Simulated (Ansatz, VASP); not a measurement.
## One calculation of BiS, two programs

Contents of INCAR:

```
SYSTEM = BiS
PREC = Accurate
ENCUT = 520
EDIFF = 1E-6
ISMEAR = 0
SIGMA = 0.05
LREAL = .FALSE.
LASPH = .TRUE.
NELM = 80
ALGO = Normal
ISIF = 2
LWAVE = .FALSE.
LCHARG = .TRUE.
GGA = PS
LELF = .TRUE.
LVHAR = .TRUE.
NBANDS = 18
```

Contents of KPOINTS:

```
Automatic mesh
0
G
  8 8 8
  0 0 0
```

Contents of POSCAR:

```
BiS
1.0
    0.0000000000      3.1934945459      3.1934945459
    3.1934945459      0.0000000000      3.1934945459
    3.1934945459      3.1934945459      0.0000000000
Bi S
1 1
Direct
    0.0000000000      0.0000000000      0.0000000000
    0.2500000000      0.2500000000      0.2500000000
```

Input for Ansatz:

```yaml
crystal:
  lattice:
    - [0.0, 3.1934945459, 3.1934945459]
    - [3.1934945459, 0.0, 3.1934945459]
    - [3.1934945459, 3.1934945459, 0.0]
  atoms:
    - { symbol: Bi, position: [0.0, 0.0, 0.0] }
    - { symbol: S, position: [0.25, 0.25, 0.25] }
basis:
  ecutwfc: 420
  ecutrho_ratio: 4
kpoints:
  mp_grid: { grid: [8, 8, 8] }
hamiltonian:
  xc: pbesol
scf:
  occupations: { method: gaussian, width: 0.05 }
output:
  forces: true
  stress: true
  eigenvalues: true
```

Alike in both runs: task single point; functional PBEsol; k mesh 8 × 8 × 8; occupations gaussian, width 0.05 eV; no spin polarisation.

|  | VASP | Ansatz |
| --- | --- | --- |
| version | VASP 6.6.1 | Ansatz 0.2.0 |
| potentials or method | VASP PAW PBE potentials, release 64 (Bi_d, S), cutoff 520 eV | scalar-relativistic, plane waves, PAW |
| valence electrons in the cell | 21 | 21 |

```tsv
	VASP	Ansatz	Ansatz less VASP
gap on the k mesh at the Fermi level (eV)	none	none	-
pressure (GPa)	0.9	0.9	+0.01
```

VASP's potentials were made for PBE, not for PBEsol. A gap of «none» marks a metal or a gap that the smearing closes. With one functional, cell and mesh, what is left measures potentials, basis and numerics.

Spin-orbit coupling is off throughout.
